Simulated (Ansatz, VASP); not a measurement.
**One calculation of Cr, two programs**

```xyz
8
Lattice="4.5646 0.0000 0.0000 0.0000 4.5646 0.0000 0.0000 0.0000 4.5646" Properties=species:S:1:pos:R:3 pbc="T T T"
Cr    4.5646    0.0000    0.0000
Cr    2.2823    2.2823    2.2823
Cr    1.1412    0.0000    2.2823
Cr    3.4235    4.5646    2.2823
Cr    2.2823    1.1412    4.5646
Cr    2.2823    3.4235    0.0000
Cr    0.0000    2.2823    1.1412
Cr    0.0000    2.2823    3.4235
```

Alike in both runs: functional revPBE; k mesh 6 × 6 × 6; occupations fermi-dirac, width 0.1 eV; no spin polarisation.

Ansatz relaxed the structure, and its values are those at the end. VASP's run is a single point on that final structure, the one shown.

|  | VASP | Ansatz |
| --- | --- | --- |
| version | VASP 6.6.1 | Ansatz 0.2.0 |
| potentials or method | VASP PAW PBE potentials, release 64 (Cr_pv), cutoff 520 eV | plane waves (420 eV) with PAW, scalar-relativistic |
| valence electrons in the cell | 96 | 112 |

```csv
,VASP,Ansatz,Ansatz less VASP
pressure (GPa),-0.3,0.0,+0.34
```

VASP's potentials were made for PBE, not for revPBE. VASP's potentials hold 96 valence electrons a cell and Ansatz's 112, so a difference there can come from the potentials and not from the codes.
